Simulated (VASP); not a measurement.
# BaTiO3 (R3m) in VASP: further runs

BaTiO3 is run at these levels: r2SCAN; tasks: relaxation of shape and atoms at fixed volume.

All numbers are computed with VASP 6.6.1; they aren't measurements. Logs are shortened: lines on timing, memory, paths and dates and some standing lists are left out, and cuts for length are marked.

**1. The cell of the first run**

The structure is trigonal, space group R3m (No. 160). Conventional cell: a = 5.786 Å, b = 5.786 Å, c = 7.145 Å, α = 90.00°, β = 90.00°, γ = 120.00°. Within 3.7 Å of Ba (site symmetry 3m) lie 12 O at 2.82 to 3.00 Å and 8 Ti at 3.46 to 3.68 Å. Within 2.5 Å of Ti (site symmetry 3m) lie 6 O at 1.88 to 2.24 Å. Within 2.5 Å of O (site symmetry m) lie 2 Ti at 1.88 to 2.24 Å.

**2. Relaxation of shape and atoms at fixed volume, r2SCAN (13.81 Å³/atom)**

File POSCAR:

```
BaTiO3
1.0
    2.8929760975      1.6702605286      2.3816845739
   -2.8929760975      1.6702605286      2.3816845739
    0.0000000000     -3.3405210573      2.3816845739
Ba Ti O
1 1 3
Direct
   -0.0052092141     -0.0052092141     -0.0052092141
    0.4797143022      0.4797143022      0.4797143022
    0.5106916119      0.5106916119      0.0233116879
    0.0233116879      0.5106916119      0.5106916119
    0.5106916119      0.0233116879      0.5106916119
```

File INCAR.step1:

```
PREC = Accurate
ENCUT = 600
ISMEAR = 0
SIGMA = 0.02
LREAL = False
LASPH = True
NELM = 100
GGA = PE
ALGO = Normal
EDIFF = 1E-4
LWAVE = True
LCHARG = False
```

File INCAR.step2:

```
PREC = Accurate
ENCUT = 600
EDIFF = 1E-6
ISMEAR = 0
SIGMA = 0.02
LREAL = False
LASPH = True
NELM = 100
ALGO = Normal
ISIF = 4
LWAVE = False
LCHARG = False
METAGGA = R2SCAN
LMIXTAU = True
IBRION = 2
NSW = 50
EDIFFG = -0.01
ISTART = 1
```

File KPOINTS:

```
Automatic mesh
0
Gamma
  6 6 6
```

Potentials or basis: VASP PAW PBE potentials, release 64 (Ba_sv, Ti_sv, O).

Started as:

```sh
cat potpaw_PBE.64/Ba_sv/POTCAR potpaw_PBE.64/Ti_sv/POTCAR potpaw_PBE.64/O/POTCAR > POTCAR
cp INCAR.step1 INCAR
mpirun -np 1 vasp_std > vasp.out
cp INCAR.step2 INCAR
mpirun -np 1 vasp_std > vasp.out
```

OUTCAR:

```text
PREC = Accurate
   ENCUT = 600
   EDIFF = 1E-6
   ISMEAR = 0
   LREAL = False
   LASPH = True
   NELM = 100
   ISIF = 4
   METAGGA = R2SCAN
   IBRION = 2
   NSW = 50
   EDIFFG = -0.01
   ISTART = 1

 ion  position               nearest neighbor table
   1  0.995  0.995  0.995-   3 2.82   4 2.82   5 2.82   4 2.90   5 2.90   5 2.90   4 2.90   3 2.90
                             3 2.90   3 3.00   4 3.00   5 3.00   2 3.46   2 3.51   2 3.51   2 3.51
   2  0.480  0.480  0.480-   4 1.88   5 1.88   3 1.88   5 2.24   4 2.24   3 2.24   1 3.46   1 3.51
                             1 3.51   1 3.51   1 3.58   1 3.58   1 3.58   1 3.68
   3  0.511  0.511  0.023-   2 1.88   2 2.24   1 2.82   1 2.90   1 2.90   1 3.00
   4  0.023  0.511  0.511-   2 1.88   2 2.24   1 2.82   1 2.90   1 2.90   1 3.00
   5  0.511  0.023  0.511-   2 1.88   2 2.24   1 2.82   1 2.90   1 2.90   1 3.00

  LATTYP: Found a trigonal (rhomboedric) cell.
 ALAT       =     4.1026213990
 COS(alpha) =     0.0055182800

  Lattice vectors:

 A1 = (   2.8929760975,   1.6702605286,   2.3816845739)
 A2 = (  -2.8929760975,   1.6702605286,   2.3816845739)
 A3 = (   0.0000000000,  -3.3405210573,   2.3816845739)

Analysis of symmetry for initial positions (statically):
=====================================================================
 Subroutine PRICEL returns:
 Original cell was already a primitive cell.

 Routine SETGRP: Setting up the symmetry group for a
 trigonal (rhombohedral) supercell.

 Subroutine GETGRP returns: Found  6 space group operations
 (whereof  6 operations were pure point group operations)
 out of a pool of 12 trial point group operations.

The static configuration has the point symmetry C_3v.

Analysis of symmetry for dynamics (positions and initial velocities):
=====================================================================
 Subroutine PRICEL returns:
 Original cell was already a primitive cell.

 Routine SETGRP: Setting up the symmetry group for a
 trigonal (rhombohedral) supercell.

 Subroutine GETGRP returns: Found  6 space group operations
 (whereof  6 operations were pure point group operations)
 out of a pool of 12 trial point group operations.

The dynamic configuration has the point symmetry C_3v.

 Subroutine INISYM returns: Found  6 space group operations
 (whereof  6 operations are pure point group operations),
 and found     1 'primitive' translations

----------------------------------------------------------------------------------------

                                     Primitive cell

  volume of cell :      69.0501

  direct lattice vectors                    reciprocal lattice vectors
[... 106 lines left out ...]
   EMIN   =  10.00;   EMAX   =-10.00  energy-range for DOS
   EFERMI =   0.00;   METHOD = LEGACY
   ISMEAR =     0;   SIGMA  =   0.02  broadening in eV -4-tet -1-fermi 0-gaus
   EFERMI_NEDOS =   21; number of points for ismear=-14 and -15
   IALGO  =     38    algorithm
   IMIX   =      4    mixing-type and parameters
     AMIX     =   0.40;   BMIX     =  1.00
     AMIX_MAG =   1.60;   BMIX_MAG =  1.00
  volume/ion in A,a.u.               =      13.81        93.19
  Fermi-wavevector in a.u.,A,eV,Ry     =   1.364709  2.578926 25.339898  1.862430
  Thomas-Fermi vector in A             =   2.491001
   LORBIT       =      0    0 simple, 1 ext, 2 COOP (PROOUT), +10 PAW based schemes
   METAGGA = R2SCAN    functional components
   LHFCALC =     F    Hartree Fock is set to
   AEXX    =    0.0000 exact exchange contribution
   IVDW    =     0    specifies the selected vdW correction
   LEPSILON=     F    determine dielectric tensor
   LRPA    =     F    only Hartree local field effects (RPA)
 conjugate gradient relaxation of ions
 non-spin polarized calculation
 Gauss-broadening in eV      SIGMA  =   0.02
  energy-cutoff  :      600.00
  volume of cell :       69.05
 maximum number of plane-waves:      2320
 NGX is ok and might be reduce to    36
   NGX = 17   NGY = 17   NGZ = 17

--------------------------------------- Ionic step        1  -------------------------------------------

 number of electron      39.9999996 magnetization

 Free energy of the ion-electron system (eV)
  ---------------------------------------------------
  ext. energy  EPLUGINS =         0.00000000
  ---------------------------------------------------
  free energy    TOTEN  =       -74.23165048 eV

  energy without entropy =      -74.23165048  energy(sigma->0) =      -74.23165048

------------------------ aborting loop because EDIFF is reached ----------------------------------------

  FORCE on cell =-STRESS in cart. coord.  units (eV):
  Direction    XX          YY          ZZ          XY          YZ          ZX
  --------------------------------------------------------------------------------------
  -------------------------------------------------------------------------------------
  Total       -2.5516475     -2.5516475     -2.4320711     -0.0000000      0.0000000     -0.0000000
  in kB      -59.2061347    -59.2061347    -56.4315914     -0.0000000      0.0000000     -0.0000000
  external PRESSURE =     -58.2812869 kB  Pullay stress =       0.0000000 kB
[... 221 lines left out ...]
--------------------------------------- Ionic step        7  -------------------------------------------

 number of electron      39.9999994 magnetization

 Free energy of the ion-electron system (eV)
  ---------------------------------------------------
  ext. energy  EPLUGINS =         0.00000000
  ---------------------------------------------------
  free energy    TOTEN  =       -74.23493047 eV

  energy without entropy =      -74.23493047  energy(sigma->0) =      -74.23493047

 E-fermi :   3.0100     XC(G=0): -11.4642

 val. band max:        2.8747309374   @ k =   0.5000   0.5000   0.5000
 cond. band min:       5.9443750497   @ k =   0.1667   0.0000  -0.0000
 fundamental gap:      3.0696441123
 Fermi energy:         3.0100415468

 k-point     1 :       0.0000    0.0000    0.0000
  band No.  band energies     occupation
      1     -55.6426      2.00000
      2     -30.8461      2.00000
      3     -30.8402      2.00000
      4     -30.8402      2.00000
      5     -22.7720      2.00000
      6     -14.7139      2.00000
[... 637 lines left out ...]
     23       7.2892      0.00000
     24       8.7692      0.00000

 [... further k-points ...]

------------------------ aborting loop because EDIFF is reached ----------------------------------------

  FORCE on cell =-STRESS in cart. coord.  units (eV):
  Direction    XX          YY          ZZ          XY          YZ          ZX
  --------------------------------------------------------------------------------------
  -------------------------------------------------------------------------------------
  Total       -2.1102339     -2.1102339     -2.0909302      0.0000000      0.0000000      0.0000000
  in kB      -48.9639699    -48.9639699    -48.5160648      0.0000000      0.0000000      0.0000000
  external PRESSURE =     -48.8146682 kB  Pullay stress =       0.0000000 kB
[... 20 lines left out ...]
  FREE ENERGIE OF THE ION-ELECTRON SYSTEM (eV)
  ---------------------------------------------------
  free  energy   TOTEN  =       -74.2349304718 eV

  energy  without entropy=      -74.2349304718  energy(sigma->0) =      -74.23493047

 reached required accuracy - stopping structural energy minimisation
```

OUTCAR.step1:

```text
PREC = Accurate
   ENCUT = 600
   ISMEAR = 0
   LREAL = False
   LASPH = True
[... 883 lines left out ...]
      0.00000     -0.00000      3.42758         0.000000      0.000000     -0.214019
      0.00000      1.62810      2.48813         0.000000     -0.091845      0.073603
     -1.40998     -0.81405      2.48813         0.079540      0.045923      0.073603
      1.40998     -0.81405      2.48813        -0.079540      0.045923      0.073603
 -----------------------------------------------------------------------------------
    total drift:                                0.000000     -0.000002      0.000913

  FREE ENERGIE OF THE ION-ELECTRON SYSTEM (eV)
  ---------------------------------------------------
  free  energy   TOTEN  =       -40.0577166346 eV

  energy  without entropy=      -40.0577166346  energy(sigma->0) =      -40.05771663
```

Wall time 9.9 min (1 thread of AMD EPYC 9R45 (Zen 5), shared host); peak memory 0.24 GiB.

Results:

* Free energy: -74.2349 eV
* Energy gained by relaxing: 0.7 meV/atom
* Ionic steps: 7
* Pressure after relaxing: -4.9 GPa
* Largest force after relaxing: 0.007 eV/Å
* Band gap on the k mesh: 3.07 eV (least direct gap 3.67 eV)

Forces on the atoms (eV/Å):
```
Ba   0.000  0.000 -0.007
Ti   0.000  0.000  0.003
O    0.000 -0.002  0.001
O    0.002  0.001  0.001
O   -0.002  0.001  0.001
```

The path:
| step | energy change (eV) | largest force (eV/Å) | pressure (GPa) | volume (Å³) |
| --- | --- | --- | --- | --- |
| 1 | 0.0000 | 0.1879 | -5.83 | 69.05 |
| 2 | -0.0032 | 0.0321 | -5.02 | 69.05 |
| 3 | -0.0032 | 0.0186 | -4.95 | 69.05 |
| 4 | -0.0032 | 0.0185 | -4.91 | 69.05 |
| 5 | -0.0033 | 0.0155 | -4.90 | 69.05 |
| 6 | -0.0033 | 0.0130 | -4.88 | 69.05 |
| 7 | -0.0033 | 0.0068 | -4.88 | 69.05 |

Final structure:
```
Ba Ti O
1.0
     2.89191    1.66964    2.38344
    -2.89191    1.66964    2.38344
     0.00000   -3.33929    2.38344
Ba Ti O
1 1 3
Direct
  0.99442 0.99442 0.99442
  0.47812 0.47812 0.47812
  0.51063 0.51063 0.02539
  0.02539 0.51063 0.51063
  0.51063 0.02539 0.51063
```

Caveat: the PAW data sets were made with another functional, which shifts forces and pressure a little; spin-orbit coupling is left out, which moves the levels of the heavy elements. A k mesh can miss the band edges.

**3. Relaxation of shape and atoms at fixed volume, r2SCAN (14.33 Å³/atom)**

This run uses another cell than the first one, of 14.33 Å³/atom.

File POSCAR:

```
BaTiO3
1.0
    2.9259478632      1.6892967864      2.4161705578
   -2.9259478632      1.6892967864      2.4161705578
    0.0000000000     -3.3785935729      2.4161705577
Ba Ti O
1 1 3
Direct
   -0.0069860645     -0.0069860645     -0.0069860645
    0.4766035049      0.4766035049      0.4766035049
    0.5112801326      0.5112801326      0.0270222943
    0.0270222943      0.5112801326      0.5112801326
    0.5112801326      0.0270222943      0.5112801326
```

File INCAR.step1:

```
PREC     = Accurate       # precision mode
ENCUT    = 600            # plane-wave cutoff, eV
ISMEAR   = 0              # smearing method
SIGMA    = 0.02           # smearing width, eV
LREAL    = False          # projectors in reciprocal space
LASPH    = True           # aspherical terms in the spheres
NELM     = 100            # most SCF steps
GGA      = PE             # functional
ALGO     = Normal         # electronic algorithm
EDIFF    = 1E-4           # SCF threshold, eV
LWAVE    = True           # write WAVECAR
LCHARG   = False          # write CHGCAR
```

File INCAR.step2:

```
PREC     = Accurate       # precision mode
ENCUT    = 600            # plane-wave cutoff, eV
EDIFF    = 1E-6           # SCF threshold, eV
ISMEAR   = 0              # smearing method
SIGMA    = 0.02           # smearing width, eV
LREAL    = False          # projectors in reciprocal space
LASPH    = True           # aspherical terms in the spheres
NELM     = 100            # most SCF steps
ALGO     = Normal         # electronic algorithm
ISIF     = 4              # what is computed and relaxed
LWAVE    = False          # write WAVECAR
LCHARG   = False          # write CHGCAR
METAGGA  = R2SCAN         # meta-GGA
LMIXTAU  = True         
IBRION   = 2              # ionic algorithm
NSW      = 50             # ionic steps
EDIFFG   = -0.01          # ionic threshold
ISTART   = 1
```

File KPOINTS:

```
regular mesh
0
Gamma
  6 6 6
```

Potentials or basis: VASP PAW PBE potentials, release 64 (Ba_sv, Ti_sv, O).

Started as:

```sh
cat potpaw_PBE.64/Ba_sv/POTCAR potpaw_PBE.64/Ti_sv/POTCAR potpaw_PBE.64/O/POTCAR > POTCAR
cp INCAR.step1 INCAR
mpirun -np 1 vasp_std > vasp.out
cp INCAR.step2 INCAR
mpirun -np 1 vasp_std > vasp.out
```

OUTCAR:

```text
PREC = Accurate
   ENCUT = 600
   EDIFF = 1E-6
   ISMEAR = 0
   LREAL = False
   LASPH = True
   NELM = 100
   ISIF = 4
   METAGGA = R2SCAN
   IBRION = 2
   NSW = 50
   EDIFFG = -0.01
   ISTART = 1

 ion  position               nearest neighbor table
   1  0.993  0.993  0.993-   4 2.84   5 2.84   3 2.84   5 2.93   4 2.93   4 2.93   5 2.93   3 2.93
                             3 2.93   4 3.06   5 3.06   3 3.06   2 3.51   2 3.55   2 3.55   2 3.55
   2  0.477  0.477  0.477-   3 1.88   4 1.88   5 1.88   3 2.30   4 2.30   5 2.30   1 3.51   1 3.55
                             1 3.55   1 3.55   1 3.63   1 3.63   1 3.63   1 3.74
   3  0.511  0.511  0.027-   2 1.88   2 2.30   1 2.84   1 2.93   1 2.93   1 3.06
   4  0.027  0.511  0.511-   2 1.88   2 2.30   1 2.84   1 2.93   1 2.93   1 3.06
   5  0.511  0.027  0.511-   2 1.88   2 2.30   1 2.84   1 2.93   1 2.93   1 3.06

  LATTYP: Found a trigonal (rhomboedric) cell.
 ALAT       =     4.1536459521
 COS(alpha) =     0.0075601114

  Lattice vectors:

 A1 = (   2.9259478632,   1.6892967864,   2.4161705578)
 A2 = (  -2.9259478632,   1.6892967864,   2.4161705578)
 A3 = (   0.0000000000,  -3.3785935729,   2.4161705577)

Analysis of symmetry for initial positions (statically):
=====================================================================
 Subroutine PRICEL returns:
 Original cell was already a primitive cell.
[... 185 lines left out ...]
  -------------------------------------------------------------------------------------
  Total       -4.0988604     -4.0988604     -3.8794306      0.0000000     -0.0000000      0.0000000
  in kB      -91.6478606    -91.6478606    -86.7415534      0.0000000     -0.0000000      0.0000000
  external PRESSURE =     -90.0124249 kB  Pullay stress =       0.0000000 kB
[... 182 lines left out ...]
--------------------------------------- Ionic step        6  -------------------------------------------

 number of electron      40.0000000 magnetization

 Free energy of the ion-electron system (eV)
  ---------------------------------------------------
  ext. energy  EPLUGINS =         0.00000000
  ---------------------------------------------------
  free energy    TOTEN  =       -74.13857751 eV

  energy without entropy =      -74.13857751  energy(sigma->0) =      -74.13857751

 E-fermi :   2.8309     XC(G=0): -11.2455

 val. band max:        2.5845665281   @ k =   0.5000   0.5000   0.5000
 cond. band min:       5.8213588000   @ k =  -0.1667   0.1667   0.0000
 fundamental gap:      3.2367922719
 Fermi energy:         2.8309082423

 k-point     1 :       0.0000    0.0000    0.0000
  band No.  band energies     occupation
      1     -55.8693      2.00000
      2     -31.0838      2.00000
      3     -31.0734      2.00000
      4     -31.0734      2.00000
      5     -23.1687      2.00000
      6     -14.8923      2.00000
[... 637 lines left out ...]
     23       7.0221      0.00000
     24       8.4107      0.00000

 [... further k-points ...]

------------------------ aborting loop because EDIFF is reached ----------------------------------------

  FORCE on cell =-STRESS in cart. coord.  units (eV):
  Direction    XX          YY          ZZ          XY          YZ          ZX
  --------------------------------------------------------------------------------------
  -------------------------------------------------------------------------------------
  Total       -3.3372006     -3.3372006     -3.3463629      0.0000000     -0.0000000      0.0000000
  in kB      -74.6176422    -74.6176422    -74.8225038      0.0000000     -0.0000000      0.0000000
  external PRESSURE =     -74.6859294 kB  Pullay stress =       0.0000000 kB
[... 20 lines left out ...]
  FREE ENERGIE OF THE ION-ELECTRON SYSTEM (eV)
  ---------------------------------------------------
  free  energy   TOTEN  =       -74.1385775106 eV

  energy  without entropy=      -74.1385775106  energy(sigma->0) =      -74.13857751

 reached required accuracy - stopping structural energy minimisation
```

OUTCAR.step1:

```text
PREC = Accurate
   ENCUT = 600
   ISMEAR = 0
   LREAL = False
   LASPH = True
[... 883 lines left out ...]
      0.00000     -0.00000      3.45467         0.000000      0.000000     -0.348138
      0.00000      1.63611      2.53597         0.000000     -0.164669      0.125653
     -1.41691     -0.81806      2.53597         0.142608      0.082335      0.125653
      1.41691     -0.81806      2.53597        -0.142608      0.082335      0.125653
 -----------------------------------------------------------------------------------
    total drift:                                0.000000     -0.000002      0.005648

  FREE ENERGIE OF THE ION-ELECTRON SYSTEM (eV)
  ---------------------------------------------------
  free  energy   TOTEN  =       -40.0049499520 eV

  energy  without entropy=      -40.0049499520  energy(sigma->0) =      -40.00494995
```

Run time: 9.7 min. Hardware: 1 thread of AMD EPYC 9R45 (Zen 5), shared host; peak memory 0.25 GiB.

What came out:

- Free energy: -74.1386 eV
- Energy gained by relaxing: 1.7 meV/atom
- Ionic steps: 6
- Pressure after relaxing: -7.5 GPa
- Largest force after relaxing: 0.005 eV/Å
- Band gap on the k mesh: 3.24 eV (least direct gap 3.83 eV)

Forces in eV/Å, atoms in the order of the input:
```
Ba   0.000  0.000  0.001
Ti   0.000  0.000  0.003
O    0.000 -0.004 -0.001
O    0.004  0.002 -0.001
O   -0.004  0.002 -0.001
```

The path:
| step | energy change (eV) | largest force (eV/Å) | pressure (GPa) | volume (Å³) |
| --- | --- | --- | --- | --- |
| 1 | 0.0000 | 0.3337 | -9.00 | 71.66 |
| 2 | -0.0081 | 0.0441 | -7.58 | 71.66 |
| 3 | -0.0081 | 0.0438 | -7.56 | 71.66 |
| 4 | -0.0082 | 0.0370 | -7.53 | 71.66 |
| 5 | -0.0083 | 0.0265 | -7.48 | 71.66 |
| 6 | -0.0084 | 0.0046 | -7.47 | 71.66 |

Final structure:
```
Ba Ti O
1.0
     2.92299    1.68759    2.42107
    -2.92299    1.68759    2.42107
     0.00000   -3.37517    2.42107
Ba Ti O
1 1 3
Direct
  0.99147 0.99147 0.99147
  0.47420 0.47420 0.47420
  0.51169 0.51169 0.03015
  0.03015 0.51169 0.51169
  0.51169 0.03015 0.51169
```

Caveat: the PAW data sets were made with another functional, which shifts forces and pressure a little; spin-orbit coupling is left out, which moves the levels of the heavy elements.
